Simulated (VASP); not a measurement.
Wanted: the native input for a VASP 6.6.1 run.

| Property | Result |
| --- | --- |
| Task | single point |
| Functional | PBE |
| Potentials or basis | VASP PAW PBE potentials, release 64 (Pb_d, S) |
| Cutoff | 520 eV |
| k mesh | 6 × 6 × 2 |
| Occupations | gaussian, width 0.01 eV |
| Spin | no spin polarisation |
| Dipole correction | no |
| Further INCAR settings | ALGO = Normal; EDIFF = 1e-06; NBANDS = 28 |

The structure of PbS lies in POSCAR:

```
PbS
1.0
    2.9646834780     -2.9646840511     -0.0000052674
    2.9646834780      2.9646840511     -0.0000052674
   -2.0856060530      0.0000000000     22.1612862910
Pb S
2 2
Direct
    0.7373195204      0.7171325380      0.9352364705
    0.2828674620      0.2626804796      0.0647635295
    0.2408129670      0.2203999494      0.9448777176
    0.7796000506      0.7591870330      0.0551222824
```

The input as run:

INCAR

```
PREC = Accurate ; ENCUT = 520
EDIFF = 1E-6 ; ISMEAR = 0
SIGMA = 0.01 ; LREAL = False
LASPH = True ; NELM = 80
ALGO = Normal ; ISIF = 2
LWAVE = False ; LCHARG = False
GGA = PE ; NBANDS = 28
```

KPOINTS

```
Automatic mesh
0
Gamma
  6 6 2
```

Potentials or basis: VASP PAW PBE potentials, release 64 (Pb_d, S).

Run with:

```bash
$ cat potpaw_PBE.64/Pb_d/POTCAR potpaw_PBE.64/S/POTCAR > POTCAR
$ mpirun -np 1 vasp_std > vasp.out
```

Results of the run:

* Largest force: 0.211 eV/Å
* Band gap on the k mesh: 2.00 eV (least direct gap 2.07 eV)

Caveat: there is no dipole correction, which matters where the two faces differ; spin-orbit coupling is left out, which moves the levels of the heavy elements.

Wall time 3.9 min on 1 thread of AMD EPYC 9R45 96-Core Processor (Zen 5), on a shared host, peak memory 0.53 GiB.
